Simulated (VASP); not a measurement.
Here is a VASP 6.6.1 calculation.

Contents of POSCAR:

```
Ta
1.0
   -1.6521292048      1.6521292048      1.6521292048
    1.6521292048     -1.6521292048      1.6521292048
    1.6521292048      1.6521292048     -1.6521292048
Ta
1
Direct
    0.0000000000      0.0000000000      0.0000000000
```

File INCAR.step1:

```
  PREC = Accurate
  ENCUT = 520
  ISMEAR = 0
  SIGMA = 0.05
  LREAL = False
  LASPH = True
  NELM = 60
  NBANDS = 12
  GGA = PE
  ALGO = Normal
  EDIFF = 1E-4
  LWAVE = True
  LCHARG = False
```

File INCAR.step2:

```
  PREC = Accurate
  ENCUT = 520
  EDIFF = 1E-7
  ISMEAR = 0
  SIGMA = 0.05
  LREAL = False
  LASPH = True
  NELM = 60
  ALGO = Normal
  ISIF = 2
  LWAVE = False
  LCHARG = True
  METAGGA = R2SCAN
  LMIXTAU = True
  LELF = True
  LVHAR = True
  NBANDS = 12
  ISTART = 1
```

File KPOINTS:

```
Automatic mesh
0
Gamma
  18 18 18
```

Potentials or basis: VASP PAW PBE potentials, release 64 (Ta_pv).

Command:

```console
$ cat potpaw_PBE.64/Ta_pv/POTCAR > POTCAR
$ cp INCAR.step1 INCAR
$ mpirun -np 1 vasp_std > vasp.out
$ cp INCAR.step2 INCAR
$ mpirun -np 1 vasp_std > vasp.out
```

(1) Predict the pressure.

Answers

(1) 0.6 GPa.

Caveat: the PAW data sets were made with another functional, which shifts forces and pressure a little.
